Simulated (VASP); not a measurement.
# WC (P3m1) in VASP: notebook, part 2 of 2

VASP 6.6.1. Earlier steps stand in the parts before.

## (4) Single point, PBE (all W atoms moved +0.037 Å, as atom 1 along Cartesian [0 0 1])

File INCAR:

```
PREC     = Accurate       # precision mode
ENCUT    = 520            # plane-wave cutoff, eV
EDIFF    = 1E-6           # SCF threshold, eV
ISMEAR   = 0              # smearing method
SIGMA    = 0.15           # smearing width, eV
LREAL    = False          # projectors in reciprocal space
LASPH    = True           # aspherical terms in the spheres
NELM     = 60             # most SCF steps
ALGO     = Normal         # electronic algorithm
ISIF     = 2              # what is computed and relaxed
LWAVE    = False          # write WAVECAR
LCHARG   = False          # write CHGCAR
GGA      = PE             # functional
NBANDS   = 16             # bands
```

File KPOINTS:

```
regular mesh
0
Gamma
  18 18 16
```

File POSCAR:

```
WC
1.0
    2.9005014360      0.0000000000      0.0000000000
   -1.4502507180      2.5119079273      0.0000000000
    0.0000000000      0.0000000000      2.8290000000
W C
1 1
Direct
    0.0000000000      0.0000000000      0.0132555673
    0.6666666667      0.3333333333      0.5000000000
```

Potentials or basis: VASP PAW PBE potentials, release 64 (W_sv, C).

On the command line:

```console
$ cat potpaw_PBE.64/W_sv/POTCAR potpaw_PBE.64/C/POTCAR > POTCAR
$ mpirun -np 1 vasp_std > vasp.out
```

OUTCAR:

```text
PREC = Accurate
   ENCUT = 520
   EDIFF = 1E-6
   ISMEAR = 0
   LREAL = False
   LASPH = True
   NELM = 60
   ISIF = 2
   GGA = PE

 ion  position               nearest neighbor table
   1  0.000  0.000  0.013-   2 2.17   2 2.17   2 2.17   2 2.22   2 2.22   2 2.22
   2  0.667  0.333  0.500-   1 2.17   1 2.17   1 2.17   1 2.22   1 2.22   1 2.22

  LATTYP: Found a hexagonal cell.
 ALAT       =     2.9005014360
 C/A-ratio  =     0.9753485949

  Lattice vectors:

 A1 = (   2.9005014360,   0.0000000000,   0.0000000000)
 A2 = (  -1.4502507180,   2.5119079273,   0.0000000000)
 A3 = (   0.0000000000,   0.0000000000,   2.8290000000)

Analysis of symmetry for initial positions (statically):
=====================================================================
 Subroutine PRICEL returns:
 Original cell was already a primitive cell.

 Routine SETGRP: Setting up the symmetry group for a
 hexagonal supercell.

 Subroutine GETGRP returns: Found  6 space group operations
 (whereof  6 operations were pure point group operations)
 out of a pool of 24 trial point group operations.

The static configuration has the point symmetry C_3v.

Analysis of symmetry for dynamics (positions and initial velocities):
=====================================================================
 Subroutine PRICEL returns:
 Original cell was already a primitive cell.

 Routine SETGRP: Setting up the symmetry group for a
 hexagonal supercell.

 Subroutine GETGRP returns: Found  6 space group operations
 (whereof  6 operations were pure point group operations)
 out of a pool of 24 trial point group operations.

The dynamic configuration has the point symmetry C_3v.

 Subroutine INISYM returns: Found  6 space group operations
 (whereof  6 operations are pure point group operations),
[... 104 lines left out ...]
   POTIM  = 0.5000    time-step for ionic-motion
   TEBEG  =    0.0;   TEEND  =   0.0 temperature during run
   PSTRESS=    0.0 pullay stress
   NELECT =      18.0000    total number of electrons
   NUPDOWN=      -1.0000    fix difference up-down
   EMIN   =  10.00;   EMAX   =-10.00  energy-range for DOS
   EFERMI =   0.00;   METHOD = LEGACY
   ISMEAR =     0;   SIGMA  =   0.15  broadening in eV -4-tet -1-fermi 0-gaus
   EFERMI_NEDOS =   21; number of points for ismear=-14 and -15
   IALGO  =     38    algorithm
   IMIX   =      4    mixing-type and parameters
     AMIX     =   0.40;   BMIX     =  1.00
     AMIX_MAG =   1.60;   BMIX_MAG =  1.00
  volume/ion in A,a.u.               =      10.31        69.55
  Fermi-wavevector in a.u.,A,eV,Ry     =   1.564813  2.957068 33.315762  2.448639
  Thomas-Fermi vector in A             =   2.667381
   LORBIT       =      0    0 simple, 1 ext, 2 COOP (PROOUT), +10 PAW based schemes
   GGA     = PE    functional components
   LHFCALC =     F    Hartree Fock is set to
   AEXX    =    0.0000 exact exchange contribution
   IVDW    =     0    specifies the selected vdW correction
   LEPSILON=     F    determine dielectric tensor
   LRPA    =     F    only Hartree local field effects (RPA)
 non-spin polarized calculation
 Gauss-broadening in eV      SIGMA  =   0.15
  energy-cutoff  :      520.00
  volume of cell :       20.61
 maximum number of plane-waves:       580
 NGX is ok and might be reduce to    24
   NGX = 11   NGY = 11   NGZ = 11

 number of electron      17.9999999 magnetization

 Free energy of the ion-electron system (eV)
  ---------------------------------------------------
  ext. energy  EPLUGINS =         0.00000000
  ---------------------------------------------------
  free energy    TOTEN  =       -22.42545120 eV

  energy without entropy =      -22.42197875  energy(sigma->0) =      -22.42371497

 E-fermi :  11.1797     XC(G=0): -13.8368

 val. band max:       11.1763260934   @ k =   0.0556   0.0000   0.2500
 cond. band min:      11.1877494733   @ k =   0.4444  -0.0000   0.5000
 fundamental gap:      0.0114233799
 Fermi energy:        11.1796999488

 k-point     1 :       0.0000    0.0000    0.0000
  band No.  band energies     occupation
      1     -62.8094      2.00000
      2     -26.7879      2.00000
      3     -26.6884      2.00000
      4     -26.6884      2.00000
      5      -3.3254      2.00000
      6       6.8079      2.00000
[... 433 lines left out ...]
      3     -26.9396      2.00000
      4     -26.6738      2.00000
      5       0.0687      2.00000
      6       4.2721      2.00000
[... 8 lines left out ...]
     15      25.0630      0.00000
     16      28.7349      0.00000

 [... further k-points ...]
[... 5 lines left out ...]
  --------------------------------------------------------------------------------------
  -------------------------------------------------------------------------------------
  Total        1.2334752      1.2334752      1.3685137      0.0000000      0.0000000      0.0000000
  in kB       95.8807156     95.8807156    106.3775465      0.0000000      0.0000000      0.0000000
  external PRESSURE =      99.3796593 kB  Pullay stress =       0.0000000 kB

 VOLUME and BASIS-vectors are now :
 -----------------------------------------------------------------------------
  energy-cutoff  :      520.00
  volume of cell :       20.61
      direct lattice vectors                 reciprocal lattice vectors
     2.900501436  0.000000000  0.000000000     0.344767973  0.199051882  0.000000000
    -1.450250718  2.511907927  0.000000000     0.000000000  0.398103764  0.000000000
     0.000000000  0.000000000  2.829000000     0.000000000  0.000000000  0.353481796

 POSITION                                       TOTAL-FORCE (eV/Angst)
 -----------------------------------------------------------------------------------
      0.00000      0.00000      0.03750         0.000000     -0.000000     -0.555771
      1.45025      0.83730      1.41450        -0.000000      0.000000      0.555771
 -----------------------------------------------------------------------------------
    total drift:                               -0.000000      0.000000      0.000211

  FREE ENERGIE OF THE ION-ELECTRON SYSTEM (eV)
  ---------------------------------------------------
  free  energy   TOTEN  =       -22.4254511950 eV

  energy  without entropy=      -22.4219787482  energy(sigma->0) =      -22.42371497
```

OSZICAR:

```text
N       E                     dE             d eps       ncg     rms          rms(c)
DAV:   1     0.110560628448E+03    0.11056E+03   -0.94286E+03 16744   0.125E+03
DAV:   2    -0.222629635454E+02   -0.13282E+03   -0.12826E+03 19656   0.338E+02
DAV:   3    -0.254802563918E+02   -0.32173E+01   -0.32059E+01 18888   0.500E+01
DAV:   4    -0.254970686171E+02   -0.16812E-01   -0.16811E-01 21448   0.406E+00
DAV:   5    -0.254971909969E+02   -0.12238E-03   -0.12238E-03 18816   0.330E-01    0.329E+01
DAV:   6    -0.225046080088E+02    0.29926E+01   -0.57255E+00 20264   0.258E+01    0.879E+00
DAV:   7    -0.224531991497E+02    0.51409E-01   -0.41867E-01 17408   0.499E+00    0.634E+00
DAV:   8    -0.224266379463E+02    0.26561E-01   -0.59666E-02 18824   0.210E+00    0.108E+00
DAV:   9    -0.224255081328E+02    0.11298E-02   -0.28931E-03 18696   0.416E-01    0.118E-01
DAV:  10    -0.224254532295E+02    0.54903E-04   -0.28808E-04 20304   0.192E-01    0.612E-02
DAV:  11    -0.224254519561E+02    0.12734E-05   -0.12519E-05 19056   0.325E-02    0.921E-03
DAV:  12    -0.224254511950E+02    0.76102E-06   -0.26013E-06 17936   0.147E-02
   1 F= -.22425451E+02 E0= -.22423715E+02  d E =-.347245E-02
```

Run time: 43 s. Hardware: 1 thread of Intel Xeon 6975P-C (Granite Rapids), shared host; peak memory 0.28 GiB.

What came out:

```yaml
Free_energy: -22.4255 eV
Pressure: 9.9 GPa
Largest_force: 0.556 eV/Å
Band_gap_on_the_k_mesh: zero (band 9 reaches 11.82 eV, above the bottom of band 10 at 10.60 eV)
```

Forces on the atoms (eV/Å):
```
W    0.000  0.000 -0.556
C    0.000  0.000  0.556
```

Caveat: the cell differs from its parent crystal (all W atoms moved +0.037 Å, as atom 1 along Cartesian [0 0 1]); spin-orbit coupling is left out, which moves the levels of the heavy elements.
